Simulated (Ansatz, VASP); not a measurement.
## Ag in VASP and in Ansatz

Contents of INCAR:

```
SYSTEM = Ag
PREC     = Accurate       ! precision mode
ENCUT    = 520            ! plane-wave cutoff, eV
EDIFF    = 1E-6           ! SCF threshold, eV
ISMEAR   = -1             ! smearing method
SIGMA    = 0.1            ! smearing width, eV
LREAL    = .False.        ! projectors in reciprocal space
LASPH    = .True.         ! aspherical terms in the spheres
NELM     = 100            ! most SCF steps
ALGO     = Normal         ! electronic algorithm
ISIF     = 2              ! what is computed and relaxed
LWAVE    = .False.        ! write WAVECAR
LCHARG   = .False.        ! write CHGCAR
GGA      = RE             ! functional
NBANDS   = 18             ! bands
```

File KPOINTS:

```
regular mesh
0
Gamma
  10 10 10
  0 0 0
```

The input POSCAR:

```
Ag
1.0
    0.0000000000      3.2871360574      3.2871360574
    3.2871360574      0.0000000000      3.2871360574
    3.2871360574      3.2871360574      0.0000000000
Ag
2
Direct
    0.1250000000      0.1250000000      0.1250000000
    0.8750000000      0.8750000000      0.8750000000
```

Input for Ansatz:

```yaml
crystal:
  lattice:
    - [0.0, 3.2871360574, 3.2871360574]
    - [3.2871360574, 0.0, 3.2871360574]
    - [3.2871360574, 3.2871360574, 0.0]
  atoms:
    - { symbol: Ag, position: [0.125, 0.125, 0.125] }
    - { symbol: Ag, position: [0.875, 0.875, 0.875] }
hamiltonian:
  xc: revpbe
  pseudopotentials:
    kind: paw
    azcp:
      Ag: "pseudopotentials/Ag.paw.azcp"
basis:
  ecutwfc: 420
  fft_grid_basis: typed
kpoints:
  mp_grid: { grid: [10, 10, 10], shift: [0, 0, 0] }
magnetization:
  spin_polarized: false
scf:
  occupations: { method: fermi_dirac, width: 0.1 }
  lower_state_search: "off"
output:
  stress: true
  write_density: true
  write_potential: true
  elf: true
  volumetric_format: npy
```

Alike in both runs: task single point; functional revPBE; k mesh 10 × 10 × 10; occupations fermi-dirac, width 0.1 eV; no spin polarisation.

|  | VASP | Ansatz |
| --- | --- | --- |
| version | VASP 6.6.1 | Ansatz 0.2.0 |
| potentials or method | VASP PAW PBE potentials, release 64 (Ag), cutoff 520 eV | plane waves (420 eV) with PAW, scalar-relativistic |
| valence electrons in the cell | 22 | 38 |

|  | VASP | Ansatz | Ansatz less VASP |
| --- | --- | --- | --- |
| pressure (GPa) | -2.0 | -1.9 | +0.02 |

VASP's potentials were made for PBE, not for revPBE. The functional is the same, so the differences come from potentials, cutoffs and numerics. VASP's potentials hold 22 valence electrons a cell and Ansatz's 38, so a difference there can come from the potentials and not from the codes.
